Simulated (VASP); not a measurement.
# Cu (Fd-3m) in VASP: further runs

Cu is run at these levels: PBE; tasks: single point.

All numbers are computed with VASP 6.6.1; they aren't measurements. Logs are shortened: lines on timing, memory, paths and dates and some standing lists are left out, and cuts for length are marked.

## Step 1: The cell of the first run

It takes space group Fd-3m (No. 227, cubic). Conventional cell: a = 5.350 Å, b = 5.350 Å, c = 5.350 Å, α = 90.00°, β = 90.00°, γ = 90.00°. Within 3.1 Å of Cu (site symmetry -43m) lie 4 Cu at 2.32 Å.

## Step 2: Single point, PBE

Input file INCAR:

```
SYSTEM = Cu
PREC = Accurate ; ENCUT = 520
EDIFF = 1E-6 ; ISMEAR = -1
SIGMA = 0.1 ; LREAL = .False.
LASPH = .True. ; NELM = 100
ALGO = Normal ; ISIF = 2
LWAVE = .False. ; LCHARG = .False.
GGA = PE ; NBANDS = 18
```

Input file KPOINTS:

```
Automatic mesh
0
Gamma
  11 11 11
  0 0 0
```

Input file POSCAR:

```
Cu
1.0
    0.0000000000      2.6752136115      2.6752136115
    2.6752136115      0.0000000000      2.6752136115
    2.6752136115      2.6752136115      0.0000000000
Cu
2
Direct
    0.1250000000      0.1250000000      0.1250000000
    0.8750000000      0.8750000000      0.8750000000
```

Potentials or basis: VASP PAW PBE potentials, release 64 (Cu).

Started as:

```bash
$ cat potpaw_PBE.64/Cu/POTCAR > POTCAR
$ mpirun -np 1 vasp_std > vasp.out
```

OUTCAR:

```text
SYSTEM = Cu
   PREC = Accurate
   ENCUT = 520
   EDIFF = 1E-6
   ISMEAR = -1
   LREAL = .False.
   LASPH = .True.
   NELM = 100
   ISIF = 2
   GGA = PE

 ion  position               nearest neighbor table
   1  0.125  0.125  0.125-   2 2.32   2 2.32   2 2.32   2 2.32
   2  0.875  0.875  0.875-   1 2.32   1 2.32   1 2.32   1 2.32

  LATTYP: Found a face centered cubic cell.
 ALAT       =     5.3504272230

  Lattice vectors:

 A1 = (   0.0000000000,   2.6752136115,   2.6752136115)
 A2 = (   2.6752136115,   0.0000000000,   2.6752136115)
 A3 = (   2.6752136115,   2.6752136115,   0.0000000000)

Analysis of symmetry for initial positions (statically):
=====================================================================
 Subroutine PRICEL returns:
 Original cell was already a primitive cell.

 Routine SETGRP: Setting up the symmetry group for a
 face centered cubic supercell.

 Subroutine GETGRP returns: Found 48 space group operations
 (whereof 12 operations were pure point group operations)
 out of a pool of 48 trial point group operations.

The static configuration has the point symmetry D_3d.
 The point group associated with its full space group is O_h .

Analysis of symmetry for dynamics (positions and initial velocities):
=====================================================================
 Subroutine PRICEL returns:
 Original cell was already a primitive cell.

 Routine SETGRP: Setting up the symmetry group for a
 face centered cubic supercell.

 Subroutine GETGRP returns: Found 48 space group operations
 (whereof 12 operations were pure point group operations)
 out of a pool of 48 trial point group operations.

The dynamic configuration has the point symmetry D_3d.
 The point group associated with its full space group is O_h .

 Subroutine INISYM returns: Found 48 space group operations
 (whereof 12 operations are pure point group operations),
 and found     1 'primitive' translations

----------------------------------------------------------------------------------------

                                     Primitive cell

  volume of cell :      38.2918

  direct lattice vectors                    reciprocal lattice vectors
     0.000000000  2.675213611  2.675213611    -0.186900963  0.186900963  0.186900963
     2.675213611  0.000000000  2.675213611     0.186900963 -0.186900963  0.186900963
     2.675213611  2.675213611  0.000000000     0.186900963  0.186900963 -0.186900963

  length of vectors
     3.783323372  3.783323372  3.783323372     0.323721964  0.323721964  0.323721964

  position of ions in fractional coordinates (direct lattice)
     0.125000000  0.125000000  0.125000000
     0.875000000  0.875000000  0.875000000

  ion indices of the primitive-cell ions
   primitive index   ion index
                 1           1
                 2           2

----------------------------------------------------------------------------------------

 KPOINTS: Automatic mesh

Automatic generation of k-mesh.
 Grid dimensions read from file:
 generate k-points for:   11   11   11

 Generating k-lattice:

  Cartesian coordinates                     Fractional coordinates (reciprocal lattice)
    -0.016990997  0.016990997  0.016990997     0.090909091  0.000000000  0.000000000
     0.016990997 -0.016990997  0.016990997     0.000000000  0.090909091  0.000000000
     0.016990997  0.016990997 -0.016990997     0.000000000  0.000000000  0.090909091

  Length of vectors
     0.029429269  0.029429269  0.029429269

  Shift w.r.t. Gamma in fractional coordinates (k-lattice)
     0.000000000  0.000000000  0.000000000

 Subroutine IBZKPT returns following result:
 ===========================================

 Found     56 irreducible k-points:

 Following reciprocal coordinates:
            Coordinates               Weight
  0.000000  0.000000  0.000000      1.000000
  0.090909  0.000000  0.000000      8.000000
  0.181818  0.000000  0.000000      8.000000
  0.272727  0.000000  0.000000      8.000000
  0.363636  0.000000  0.000000      8.000000
  0.454545  0.000000  0.000000      8.000000
[... 16 lines left out ...]
 -0.272727  0.181818  0.000000     24.000000
 -0.181818  0.181818  0.000000     12.000000
 [... further k-points ...]
   k-points           NKPTS =     56   k-points in BZ     NKDIM =     56   number of bands    NBANDS=     18
   number of dos      NEDOS =    301   number of ions     NIONS =      2
   total plane-waves  NPLWV =  21952
   dimension x,y,z NGX =    28 NGY =   28 NGZ =   28
   dimension x,y,z NGXF=    56 NGYF=   56 NGZF=   56
   ions per type =               2
   NGX,Y,Z   is equivalent  to a cutoff of  12.30, 12.30, 12.30 a.u.
   NGXF,Y,Z  is equivalent  to a cutoff of  24.61, 24.61, 24.61 a.u.
 SYSTEM =  Cu
   PREC   = accura    normal or accurate (medium, high low for compatibility)
   ISTART =      0    job   : 0-new  1-cont  2-samecut
   ICHARG =      2    charge: 1-file 2-atom 10-const
   ISPIN  =      1    spin polarized calculation?
   LNONCOLLINEAR =      F non collinear calculations
   LSORBIT =      F    spin-orbit coupling
   LASPH  =      T    aspherical Exc in radial PAW
   ENCUT  =  520.0 eV  38.22 Ry    6.18 a.u.   7.03  7.03  7.03*2*pi/ulx,y,z
   NELM   =    100;   NELMIN=  2; NELMDL= -5     # of ELM steps
   EDIFF  = 0.1E-05   stopping-criterion for ELM
   LREAL  =      F    real-space projection
   EDIFFG = 0.1E-04   stopping-criterion for IOM
   NSW    =      0    number of steps for IOM
   IBRION =     -1    ionic relax: 0-MD 1-quasi-New 2-CG
   NFREE  =      0    steps in history (QN), initial steepest desc. (CG)
   ISIF   =      2    stress and relaxation
   ISYM   =      2    0-nonsym 1-usesym 2-fastsym
   POTIM  = 0.5000    time-step for ionic-motion
   TEBEG  =    0.0;   TEEND  =   0.0 temperature during run
   PSTRESS=    0.0 pullay stress
   NELECT =      22.0000    total number of electrons
   NUPDOWN=      -1.0000    fix difference up-down
   EMIN   =  10.00;   EMAX   =-10.00  energy-range for DOS
   EFERMI =   0.00;   METHOD = LEGACY
   ISMEAR =    -1;   SIGMA  =   0.10  broadening in eV -4-tet -1-fermi 0-gaus
   EFERMI_NEDOS =   21; number of points for ismear=-14 and -15
   IALGO  =     38    algorithm
   IMIX   =      4    mixing-type and parameters
     AMIX     =   0.40;   BMIX     =  1.00
     AMIX_MAG =   1.60;   BMIX_MAG =  1.00
  volume/ion in A,a.u.               =      19.15       129.20
  Fermi-wavevector in a.u.,A,eV,Ry     =   1.360966  2.571853 25.201096  1.852228
  Thomas-Fermi vector in A             =   2.487583
   LORBIT       =      0    0 simple, 1 ext, 2 COOP (PROOUT), +10 PAW based schemes
   GGA     = PE    functional components
   LHFCALC =     F    Hartree Fock is set to
   AEXX    =    0.0000 exact exchange contribution
   IVDW    =     0    specifies the selected vdW correction
   LEPSILON=     F    determine dielectric tensor
   LRPA    =     F    only Hartree local field effects (RPA)
 non-spin polarized calculation
  energy-cutoff  :      520.00
  volume of cell :       38.29
 maximum number of plane-waves:      1042
   NGX = 13   NGY = 13   NGZ = 13

 number of electron      22.0000004 magnetization

 Free energy of the ion-electron system (eV)
  ---------------------------------------------------
  ext. energy  EPLUGINS =         0.00000000
  ---------------------------------------------------
  free energy    TOTEN  =        -5.41514660 eV

  energy without entropy =       -5.38866776  energy(sigma->0) =       -5.40190718

 E-fermi :   2.7813     XC(G=0):  -9.8696

 val. band max:        2.7690360806   @ k =  -0.3636   0.2727   0.0909
 cond. band min:       2.7984269122   @ k =  -0.3636   0.3636   0.0000
 fundamental gap:      0.0293908316
 Fermi energy:         2.7812707407

 k-point     1 :       0.0000    0.0000    0.0000
  band No.  band energies     occupation
      1      -3.4764      2.00000
      2      -0.1699      2.00000
      3      -0.1699      2.00000
      4      -0.1699      2.00000
      5      -0.1497      2.00000
      6      -0.1497      2.00000
[... 10 lines left out ...]
     17      13.4265      0.00000
     18      15.5480      0.00000

 k-point     2 :       0.0909    0.0000    0.0000
  band No.  band energies     occupation
      1      -3.3471      2.00000
      2      -0.2398      2.00000
      3      -0.2398      2.00000
      4      -0.1671      2.00000
      5      -0.0591      2.00000
      6      -0.0591      2.00000
[... 10 lines left out ...]
     17      14.0957      0.00000
     18      15.9364      0.00000

 k-point     3 :       0.1818    0.0000    0.0000
  band No.  band energies     occupation
      1      -2.9674      2.00000
      2      -0.2815      2.00000
      3      -0.2815      2.00000
      4      -0.1551      2.00000
      5       0.0297      2.00000
      6       0.0297      2.00000
[... 10 lines left out ...]
     17      14.7940      0.00000
     18      16.0449      0.00000

 k-point     4 :       0.2727    0.0000    0.0000
  band No.  band energies     occupation
      1      -2.3719      2.00000
      2      -0.2806      2.00000
      3      -0.2806      2.00000
      4      -0.1293      2.00000
      5       0.0662      2.00000
      6       0.0662      2.00000
[... 375 lines left out ...]
      4      -0.0909      2.00000
      5      -0.0193      2.00000
      6       0.2483      2.00000
[... 10 lines left out ...]
     17      15.8518      0.00000
     18      18.5124      0.00000

 k-point    23 :      -0.2727    0.1818    0.0000
  band No.  band energies     occupation
      1      -1.5222      2.00000
      2      -0.3453      2.00000
      3      -0.2348      2.00000
      4      -0.1147      2.00000
      5      -0.0254      2.00000
      6       0.2751      2.00000
[... 10 lines left out ...]
     17      15.7393      0.00000
     18      17.2942      0.00000

 k-point    24 :      -0.1818    0.1818    0.0000
  band No.  band energies     occupation
      1      -2.1704      2.00000
      2      -0.3698      2.00000
      3      -0.1807      2.00000
      4      -0.1807      2.00000
      5       0.0095      2.00000
      6       0.2231      2.00000
[... 10 lines left out ...]
     17      15.6915      0.00000
     18      15.8467      0.00000

 [... further k-points ...]
[... 5 lines left out ...]
  --------------------------------------------------------------------------------------
  -------------------------------------------------------------------------------------
  Total        0.0080878      0.0080878      0.0080878      0.0000000     -0.0000000     -0.0000000
  in kB        0.3384050      0.3384050      0.3384050      0.0000000     -0.0000000     -0.0000000
  external PRESSURE =       0.3384050 kB  Pullay stress =       0.0000000 kB

 VOLUME and BASIS-vectors are now :
 -----------------------------------------------------------------------------
  energy-cutoff  :      520.00
  volume of cell :       38.29
      direct lattice vectors                 reciprocal lattice vectors
     0.000000000  2.675213611  2.675213611    -0.186900963  0.186900963  0.186900963
     2.675213611  0.000000000  2.675213611     0.186900963 -0.186900963  0.186900963
     2.675213611  2.675213611  0.000000000     0.186900963  0.186900963 -0.186900963

 POSITION                                       TOTAL-FORCE (eV/Angst)
 -----------------------------------------------------------------------------------
      0.66880      0.66880      0.66880         0.000000     -0.000000      0.000000
      4.68162      4.68162      4.68162        -0.000000      0.000000     -0.000000
 -----------------------------------------------------------------------------------
    total drift:                                0.000000      0.000000     -0.000000

  FREE ENERGIE OF THE ION-ELECTRON SYSTEM (eV)
  ---------------------------------------------------
  free  energy   TOTEN  =        -5.4151466044 eV

  energy  without entropy=       -5.3886677606  energy(sigma->0) =       -5.40190718
```

Run time: 54 s. Hardware: 1 thread of Intel Xeon 8259CL, shared host; peak memory 0.17 GiB.

Results:

```yaml
Free_energy: -5.4151 eV
Pressure: 0.0 GPa
Band_gap_on_the_k_mesh: zero (band 11 reaches 3.15 eV, above the bottom of band 12 at 2.45 eV)
```

Levels at points of the mesh, in eV from the Fermi level:
| k point | band 7 | band 8 | band 9 | band 10 | band 11 | band 12 | band 13 | band 14 | band 15 | band 16 |
| --- | --- | --- | --- | --- | --- | --- | --- | --- | --- | --- |
| (0.00, 0.00, 0.00) | -1.86 | -1.86 | -1.86 | -1.22 | -1.22 | 9.74 | 9.74 | 9.74 | 10.65 | 10.65 |

## Step 3: Single point, PBE (volume scaled by 0.88)

Input file INCAR:

```
SYSTEM = Cu
PREC = Accurate
ENCUT = 520
EDIFF = 1E-6
ISMEAR = -1
SIGMA = 0.1
LREAL = .FALSE.
LASPH = .TRUE.
NELM = 100
ALGO = Normal
ISIF = 2
LWAVE = .FALSE.
LCHARG = .TRUE.
GGA = PE
LELF = .TRUE.
LVHAR = .TRUE.
NBANDS = 18
```

Input file KPOINTS:

```
Automatic mesh
0
G
  12 12 12
  0 0 0
```

Input file POSCAR:

```
Cu
1.0
    0.0000000000      2.5636143240      2.5636143240
    2.5636143240      0.0000000000      2.5636143240
    2.5636143240      2.5636143240      0.0000000000
Cu
2
Direct
    0.1250000000      0.1250000000      0.1250000000
    0.8750000000      0.8750000000      0.8750000000
```

Potentials or basis: VASP PAW PBE potentials, release 64 (Cu).

Started as:

```bash
$ cat potpaw_PBE.64/Cu/POTCAR > POTCAR
$ mpirun -np 1 vasp_std > vasp.out
```

OUTCAR:

```text
SYSTEM = Cu
   PREC = Accurate
   ENCUT = 520
   EDIFF = 1E-6
   ISMEAR = -1
   LREAL = .FALSE.
   LASPH = .TRUE.
   NELM = 100
   ISIF = 2
   GGA = PE

 ion  position               nearest neighbor table
   1  0.125  0.125  0.125-   2 2.22   2 2.22   2 2.22   2 2.22
   2  0.875  0.875  0.875-   1 2.22   1 2.22   1 2.22   1 2.22

  LATTYP: Found a face centered cubic cell.
 ALAT       =     5.1272286480

  Lattice vectors:

 A1 = (   0.0000000000,   2.5636143240,   2.5636143240)
[... 191 lines left out ...]
      5       0.4663      2.00000
      6       0.4663      2.00000
[... 481 lines left out ...]
      5       0.7124      2.00000
      6       0.8721      2.00000
[... 10 lines left out ...]
     17      18.0023      0.00000
     18      20.2351      0.00000

 [... further k-points ...]
[... 5 lines left out ...]
  --------------------------------------------------------------------------------------
  -------------------------------------------------------------------------------------
  Total        2.0437636      2.0437636      2.0437636     -0.0000000      0.0000000      0.0000000
  in kB       97.1746935     97.1746935     97.1746935     -0.0000000      0.0000000      0.0000000
  external PRESSURE =      97.1746935 kB  Pullay stress =       0.0000000 kB

 VOLUME and BASIS-vectors are now :
 -----------------------------------------------------------------------------
  energy-cutoff  :      520.00
  volume of cell :       33.70
      direct lattice vectors                 reciprocal lattice vectors
     0.000000000  2.563614324  2.563614324    -0.195037138  0.195037138  0.195037138
     2.563614324  0.000000000  2.563614324     0.195037138 -0.195037138  0.195037138
     2.563614324  2.563614324  0.000000000     0.195037138  0.195037138 -0.195037138

 POSITION                                       TOTAL-FORCE (eV/Angst)
 -----------------------------------------------------------------------------------
      0.64090      0.64090      0.64090        -0.000000     -0.000000     -0.000000
      4.48633      4.48633      4.48633         0.000000      0.000000      0.000000
 -----------------------------------------------------------------------------------
    total drift:                                0.000000      0.000000     -0.000000

  FREE ENERGIE OF THE ION-ELECTRON SYSTEM (eV)
  ---------------------------------------------------
  free  energy   TOTEN  =        -5.2806427720 eV

  energy  without entropy=       -5.2553559520  energy(sigma->0) =       -5.26799936
```

Wall time 74 s (1 thread of Intel Xeon 8259CL, shared host); peak memory 0.17 GiB.

What came out:

```yaml
Free_energy: -5.2806 eV
Pressure: 9.7 GPa
Band_gap_on_the_k_mesh: zero (band 11 reaches 4.58 eV, above the bottom of band 12 at 3.52 eV)
```

Levels at points of the mesh, in eV from the Fermi level:
```tsv
k point	band 7	band 8	band 9	band 10	band 11	band 12	band 13	band 14	band 15	band 16
(0.00, 0.00, 0.00)	-2.10	-2.10	-2.10	-1.31	-1.31	10.68	10.68	10.68	11.45	11.45
(0.50, 0.00, 0.00)	-1.85	-1.84	-1.84	-1.42	-1.42	-0.33	7.68	7.68	11.85	11.90
(0.50, 0.50, 0.00)	-2.30	-2.30	-1.31	-1.31	0.27	0.27	3.89	3.89	8.47	8.47
```
